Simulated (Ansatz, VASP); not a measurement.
## In4Ru: VASP beside Ansatz

Contents of INCAR:

```
  PREC = Accurate
  ENCUT = 600
  EDIFF = 1E-6
  ISMEAR = 0
  SIGMA = 0.2
  LREAL = F
  LASPH = T
  NELM = 80
  ALGO = Fast
  ISIF = 3
  LWAVE = F
  LCHARG = F
  GGA = PE
  IBRION = 2
  NSW = 36
  EDIFFG = -0.08
```

File KPOINTS:

```
regular mesh
0
Gamma
  3 3 3
```

The input POSCAR:

```
In4Ru
1.0
    4.8942720400      0.0000000000      0.0000000000
    0.0000000000      4.8942720400      0.0000000000
    0.0000000000      0.0000000000      4.8942720400
In Ru
4 1
Direct
    0.0000000000      0.0000000000      0.0000000000
    0.5000000000      0.5000000000      0.0000000000
    0.5000000000      0.0000000000      0.5000000000
    0.0000000000      0.5000000000      0.5000000000
    0.5000000000      0.5000000000      0.5000000000
```

Input for Ansatz:

```yaml
crystal:
  lattice:
    - [4.89427204, 0.0, 0.0]
    - [0.0, 4.89427204, 0.0]
    - [0.0, 0.0, 4.89427204]
  atoms:
    - { symbol: In, position: [0.0, 0.0, 0.0] }
    - { symbol: In, position: [0.5, 0.5, 0.0] }
    - { symbol: In, position: [0.5, 0.0, 0.5] }
    - { symbol: In, position: [0.0, 0.5, 0.5] }
    - { symbol: Ru, position: [0.5, 0.5, 0.5] }
basis:
  ecutwfc: 420
kpoints:
  mp_grid: { grid: [3, 3, 3] }
hamiltonian:
  xc: pbe
scf:
  occupations: { method: gaussian, width: 0.2 }
  lower_state_search: "off"
output:
  forces: true
  stress: true
  eigenvalues: true
relax:
  adjacent_minimum: "off"
  f_tol: 0.08
  max_steps: 16
  cell: { stress_tol: 0.8 }
```

Change from the starting cell: species swapped into the Ni4N type (Pm-3m, No. 221).

Alike in both runs: task relaxation of cell and atoms; functional PBE; k mesh 3 × 3 × 3; occupations gaussian, width 0.2 eV; no spin polarisation.

|  | VASP | Ansatz |
| --- | --- | --- |
| version | VASP 6.6.1 | Ansatz 0.2.0 |
| potentials or method | VASP PAW PBE potentials, release 64 (In_d, Ru_pv), cutoff 600 eV | scalar-relativistic, plane waves, PAW |
| valence electrons in the cell | 66 | 68 |

|  | VASP | Ansatz | Ansatz less VASP |
| --- | --- | --- | --- |
| gap on the k mesh at the Fermi level, each at its own relaxed structure (eV) | none | none | - |
| relaxed volume (Å³/atom) | 28.06 | 27.77 | -0.296 |
| relaxed cell length with the largest relative difference (Å) | 5.196 | 5.178 | -0.0183 |

A gap of «none» marks a metal or a gap that the smearing closes. VASP's potentials hold 66 valence electrons a cell and Ansatz's 68, so a difference there can come from the potentials and not from the codes.

The k mesh is coarse, so the values compare programs but aren't converged. Noted on VASP's run: the volume moved by over 15 % at a fixed basis, so the end points are rough.
